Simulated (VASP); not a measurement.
# GaN (Fm-3m) in VASP: single point with r2SCAN

Aim: the single point of GaN with r2SCAN.

Everything below comes from runs of VASP 6.6.1. Logs are shortened: lines on timing, memory, paths and dates and some standing lists are left out, and cuts for length are marked.

**1. The cell of the first run**

It takes space group Fm-3m (No. 225, cubic). The conventional cell has a = 4.270 Å, b = 4.270 Å, c = 4.270 Å, α = 90.00°, β = 90.00°, γ = 90.00°. Within 2.8 Å of Ga (site symmetry m-3m) lie 6 N at 2.14 Å. Within 2.8 Å of N (site symmetry m-3m) lie 6 Ga at 2.14 Å.

**2. Single point, r2SCAN**

POSCAR

```
GaN
1.0
    0.0000000000      2.1352350000      2.1352350000
    2.1352350000      0.0000000000      2.1352350000
    2.1352350000      2.1352350000      0.0000000000
Ga N
1 1
Direct
    0.0000000000      0.0000000000      0.0000000000
    0.5000000000      0.5000000000      0.5000000000
```

INCAR.step1

```
PREC = Accurate ; ENCUT = 1460
ISMEAR = 0 ; SIGMA = 0.01
LREAL = F ; LASPH = T
NELM = 120 ; NBANDS = 16
GGA = PE ; ALGO = Normal
EDIFF = 1E-5 ; LWAVE = T
LCHARG = F ; GGA_COMPAT = F
```

INCAR.step2

```
PREC = Accurate ; ENCUT = 1460
EDIFF = 1E-6 ; ISMEAR = 0
SIGMA = 0.01 ; LREAL = F
LASPH = T ; NELM = 120
ALGO = Normal ; ISIF = 2
LWAVE = F ; LCHARG = F
METAGGA = R2SCAN ; LMIXTAU = T
NBANDS = 16 ; ISTART = 1
GGA_COMPAT = F
```

KPOINTS

```
regular mesh
0
Gamma
  8 8 8
```

Potentials or basis: VASP PAW PBE potentials, release 64 (Ga_d, N_h).

On the command line:

```bash
$ cat potpaw_PBE.64/Ga_d/POTCAR potpaw_PBE.64/N_h/POTCAR > POTCAR
$ cp INCAR.step1 INCAR
$ mpirun -np 1 vasp_std > vasp.out
$ cp INCAR.step2 INCAR
$ mpirun -np 1 vasp_std > vasp.out
```

OUTCAR:

```text
PREC = Accurate
   ENCUT = 1460
   EDIFF = 1E-6
   ISMEAR = 0
   LREAL = F
   LASPH = T
   NELM = 120
   ISIF = 2
   METAGGA = R2SCAN
   ISTART = 1

 ion  position               nearest neighbor table
   1  0.000  0.000  0.000-   2 2.14   2 2.14   2 2.14   2 2.14   2 2.14   2 2.14
   2  0.500  0.500  0.500-   1 2.14   1 2.14   1 2.14   1 2.14   1 2.14   1 2.14

  LATTYP: Found a face centered cubic cell.
 ALAT       =     4.2704700000

  Lattice vectors:

 A1 = (   0.0000000000,   2.1352350000,   2.1352350000)
 A2 = (   2.1352350000,   0.0000000000,   2.1352350000)
 A3 = (   2.1352350000,   2.1352350000,   0.0000000000)

Analysis of symmetry for initial positions (statically):
=====================================================================
 Subroutine PRICEL returns:
 Original cell was already a primitive cell.

 Routine SETGRP: Setting up the symmetry group for a
 face centered cubic supercell.

 Subroutine GETGRP returns: Found 48 space group operations
 (whereof 48 operations were pure point group operations)
 out of a pool of 48 trial point group operations.

The static configuration has the point symmetry O_h .

Analysis of symmetry for dynamics (positions and initial velocities):
=====================================================================
 Subroutine PRICEL returns:
 Original cell was already a primitive cell.

 Routine SETGRP: Setting up the symmetry group for a
 face centered cubic supercell.

 Subroutine GETGRP returns: Found 48 space group operations
 (whereof 48 operations were pure point group operations)
 out of a pool of 48 trial point group operations.

The dynamic configuration has the point symmetry O_h .

 Subroutine INISYM returns: Found 48 space group operations
 (whereof 48 operations are pure point group operations),
 and found     1 'primitive' translations

----------------------------------------------------------------------------------------

                                     Primitive cell

  volume of cell :      19.4700

  direct lattice vectors                    reciprocal lattice vectors
     0.000000000  2.135235000  2.135235000    -0.234166263  0.234166263  0.234166263
     2.135235000  0.000000000  2.135235000     0.234166263 -0.234166263  0.234166263
     2.135235000  2.135235000  0.000000000     0.234166263  0.234166263 -0.234166263

  length of vectors
     3.019678296  3.019678296  3.019678296     0.405587864  0.405587864  0.405587864
[... 80 lines left out ...]
   NELM   =    120;   NELMIN=  2; NELMDL=  0     # of ELM steps
   EDIFF  = 0.1E-05   stopping-criterion for ELM
   LREAL  =      F    real-space projection
   EDIFFG = 0.1E-04   stopping-criterion for IOM
   NSW    =      0    number of steps for IOM
   IBRION =     -1    ionic relax: 0-MD 1-quasi-New 2-CG
   NFREE  =      0    steps in history (QN), initial steepest desc. (CG)
   ISIF   =      2    stress and relaxation
   ISYM   =      2    0-nonsym 1-usesym 2-fastsym
   POTIM  = 0.5000    time-step for ionic-motion
   TEBEG  =    0.0;   TEEND  =   0.0 temperature during run
   PSTRESS=    0.0 pullay stress
   NELECT =      18.0000    total number of electrons
   NUPDOWN=      -1.0000    fix difference up-down
   EMIN   =  10.00;   EMAX   =-10.00  energy-range for DOS
   EFERMI =   0.00;   METHOD = LEGACY
   ISMEAR =     0;   SIGMA  =   0.01  broadening in eV -4-tet -1-fermi 0-gaus
   EFERMI_NEDOS =   21; number of points for ismear=-14 and -15
   IALGO  =     38    algorithm
   IMIX   =      4    mixing-type and parameters
     AMIX     =   0.40;   BMIX     =  1.00
     AMIX_MAG =   1.60;   BMIX_MAG =  1.00
  volume/ion in A,a.u.               =       9.74        65.70
  Fermi-wavevector in a.u.,A,eV,Ry     =   1.594814  3.013761 34.605481  2.543431
  Thomas-Fermi vector in A             =   2.692830
   LORBIT       =      0    0 simple, 1 ext, 2 COOP (PROOUT), +10 PAW based schemes
   METAGGA = R2SCAN    functional components
   LHFCALC =     F    Hartree Fock is set to
   AEXX    =    0.0000 exact exchange contribution
   IVDW    =     0    specifies the selected vdW correction
   LEPSILON=     F    determine dielectric tensor
   LRPA    =     F    only Hartree local field effects (RPA)
 non-spin polarized calculation
 Gauss-broadening in eV      SIGMA  =   0.01
  energy-cutoff  :     1460.00
  volume of cell :       19.47
 maximum number of plane-waves:      2493
 NGX is ok and might be reduce to    40
   NGX = 19   NGY = 19   NGZ = 19

 number of electron      18.0000000 magnetization

 Free energy of the ion-electron system (eV)
  ---------------------------------------------------
  ext. energy  EPLUGINS =         0.00000000
  ---------------------------------------------------
  free energy    TOTEN  =       -20.96349964 eV

  energy without entropy =      -20.96349964  energy(sigma->0) =      -20.96349964

 E-fermi :   7.6745     XC(G=0): -13.9668

 val. band max:        7.6114613926   @ k =  -0.2500   0.1250   0.0000
 cond. band min:       8.5288025388   @ k =   0.5000   0.5000   0.0000
 fundamental gap:      0.9173411462
 Fermi energy:         7.6744750131

 k-point     1 :       0.0000    0.0000    0.0000
  band No.  band energies     occupation
      1     -10.1308      2.00000
      2      -6.7841      2.00000
      3      -6.7841      2.00000
      4      -6.7841      2.00000
      5      -6.7216      2.00000
      6      -6.7216      2.00000
[... 433 lines left out ...]
      3      -6.8207      2.00000
      4      -6.7359      2.00000
      5      -6.5787      2.00000
      6      -5.4134      2.00000
[... 8 lines left out ...]
     15      27.2298      0.00000
     16      32.0019      0.00000

 [... further k-points ...]

------------------------ aborting loop because EDIFF is reached ----------------------------------------

  FORCE on cell =-STRESS in cart. coord.  units (eV):
  Direction    XX          YY          ZZ          XY          YZ          ZX
  --------------------------------------------------------------------------------------
  -------------------------------------------------------------------------------------
  Total       -0.9185178     -0.9185178     -0.9185178     -0.0000000      0.0000000     -0.0000000
  in kB      -75.5842166    -75.5842166    -75.5842166     -0.0000000      0.0000000     -0.0000000
  external PRESSURE =     -75.5842166 kB  Pullay stress =       0.0000000 kB

 VOLUME and BASIS-vectors are now :
 -----------------------------------------------------------------------------
  energy-cutoff  :     1460.00
  volume of cell :       19.47
      direct lattice vectors                 reciprocal lattice vectors
     0.000000000  2.135235000  2.135235000    -0.234166263  0.234166263  0.234166263
     2.135235000  0.000000000  2.135235000     0.234166263 -0.234166263  0.234166263
     2.135235000  2.135235000  0.000000000     0.234166263  0.234166263 -0.234166263

 POSITION                                       TOTAL-FORCE (eV/Angst)
 -----------------------------------------------------------------------------------
      0.00000      0.00000      0.00000         0.000000     -0.000000      0.000000
      2.13524      2.13524      2.13524         0.000000      0.000000     -0.000000
 -----------------------------------------------------------------------------------
    total drift:                                0.000000     -0.000000     -0.000000

  FREE ENERGIE OF THE ION-ELECTRON SYSTEM (eV)
  ---------------------------------------------------
  free  energy   TOTEN  =       -20.9634996404 eV

  energy  without entropy=      -20.9634996404  energy(sigma->0) =      -20.96349964
```

OUTCAR.step1:

```text
PREC = Accurate
   ENCUT = 1460
   ISMEAR = 0
   LREAL = F
   LASPH = T
[... 677 lines left out ...]
 -----------------------------------------------------------------------------------
      0.00000      0.00000      0.00000        -0.000000     -0.000000     -0.000000
      2.13524      2.13524      2.13524         0.000000      0.000000      0.000000
 -----------------------------------------------------------------------------------
    total drift:                                0.000000     -0.000000     -0.000000

  FREE ENERGIE OF THE ION-ELECTRON SYSTEM (eV)
  ---------------------------------------------------
  free  energy   TOTEN  =       -11.2140596378 eV

  energy  without entropy=      -11.2140596378  energy(sigma->0) =      -11.21405964
```

OSZICAR.step1:

```text
N       E                     dE             d eps       ncg     rms          rms(c)
DAV:   1     0.132107444591E+03    0.13211E+03   -0.16140E+04  1048   0.385E+03
DAV:   2    -0.330045317744E+00   -0.13244E+03   -0.12113E+03  1048   0.541E+02
DAV:   3    -0.128051010399E+02   -0.12475E+02   -0.12235E+02  1072   0.103E+02
DAV:   4    -0.129985124762E+02   -0.19341E+00   -0.19331E+00  1104   0.133E+01
DAV:   5    -0.130006513075E+02   -0.21388E-02   -0.21388E-02  1216   0.134E+00    0.721E+00
DAV:   6    -0.112416728213E+02    0.17590E+01   -0.44928E+00  1352   0.388E+01    0.186E+00
DAV:   7    -0.112282784473E+02    0.13394E-01   -0.18474E-01  1080   0.494E+00    0.118E+00
DAV:   8    -0.112154401656E+02    0.12838E-01   -0.37317E-02  1016   0.233E+00    0.293E-01
DAV:   9    -0.112140141984E+02    0.14260E-02   -0.51755E-03  1216   0.166E+00    0.754E-02
DAV:  10    -0.112140569703E+02   -0.42772E-04   -0.46992E-04  1160   0.281E-01    0.110E-02
DAV:  11    -0.112140596378E+02   -0.26674E-05   -0.29872E-05  1032   0.648E-02
   1 F= -.11214060E+02 E0= -.11214060E+02  d E =-.241379E-41
```

Run time: 2 min. Hardware: 1 thread of AMD EPYC 9R45 (Zen 5), shared host; peak memory 0.26 GiB.

Results:

```yaml
Free_energy: -20.9635 eV
Pressure: -7.6 GPa
Band_gap_on_the_k_mesh: 0.92 eV (least direct gap 2.91 eV)
```

Levels at points of the mesh, in eV from the valence-band top:
```
           k point  band 6  band 7  band 8  band 9  band 10  band 11  band 12  band 13
(0.00, 0.00, 0.00)  -14.33   -0.47   -0.47   -0.47     2.44    15.29    15.29    15.29
(0.50, 0.00, 0.00)  -14.20   -8.17   -0.16   -0.16     5.24     9.64     9.64     9.90
(0.50, 0.50, 0.00)  -11.62   -6.97   -2.98   -2.98     0.92     8.48    12.74    15.25
```

Caveat: the cell stands under tension; the PAW data sets were made with another functional, which shifts forces and pressure a little.
